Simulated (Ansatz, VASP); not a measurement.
# Hf: VASP beside Ansatz

Contents of INCAR:

```
ALGO = Fast
EDIFF = 1E-6
EDIFFG = -0.005
ENCUT = 600
GGA = PE
IBRION = 2
ISIF = 3
ISMEAR = 0
LASPH = T
LCHARG = F
LREAL = F
LWAVE = F
NELM = 60
NSW = 100
PREC = Accurate
SIGMA = 0.1
```

The input KPOINTS:

```
k-points
0
Gamma
  18 18 8
```

Contents of POSCAR:

```
Hf
1.0
    3.1923846300      0.0000000000      0.0000000000
   -1.5961923200      2.7646861900      0.0000000000
    0.0000000000      0.0000000000      5.0450416400
Hf
2
Direct
    0.3333333300      0.6666666700      0.2500000000
    0.6666666700      0.3333333300      0.7500000000
```

Input for Ansatz:

```yaml
crystal:
  lattice:
    - [3.19238463, 0.0, 0.0]
    - [-1.59619232, 2.76468619, 0.0]
    - [0.0, 0.0, 5.04504164]
  atoms:
    - { symbol: Hf, position: [0.33333333, 0.66666667, 0.25] }
    - { symbol: Hf, position: [0.66666667, 0.33333333, 0.75] }
basis:
  ecutwfc: 420
kpoints:
  mp_grid: { grid: [18, 18, 8] }
hamiltonian:
  xc: pbe
scf:
  occupations: { method: gaussian, width: 0.1 }
output:
  forces: true
  stress: true
  eigenvalues: true
  write_density: true
  write_potential: true
  elf: true
  volumetric_format: npy
relax:
  adjacent_minimum: "off"
  f_tol: 0.005
  max_steps: 80
  cell: { stress_tol: 0.05 }
```

Alike in both runs: task relaxation of cell and atoms; functional PBE; k mesh 18 × 18 × 8; occupations gaussian, width 0.1 eV; no spin polarisation.

|  | VASP | Ansatz |
| --- | --- | --- |
| version | VASP 6.6.1 | Ansatz 0.2.0 |
| potentials or method | VASP PAW PBE potentials, release 64 (Hf_pv), cutoff 600 eV | scalar-relativistic, plane waves, PAW |
| valence electrons in the cell | 20 | 52 |

|  | VASP | Ansatz | Ansatz less VASP |
| --- | --- | --- | --- |
| gap on the k mesh at the Fermi level, each at its own relaxed structure (eV) | none | none | - |
| relaxed volume (Å³/atom) | 22.44 | 22.54 | +0.096 |
| relaxed length of the cell vector where the two differ most in proportion (Å) | 5.059 | 5.068 | +0.0093 |

A gap of «none» marks a metal or a gap that the smearing closes. VASP's potentials hold 20 valence electrons a cell and Ansatz's 52, so a difference there can come from the potentials and not from the codes.

Neither program's run includes spin-orbit coupling.
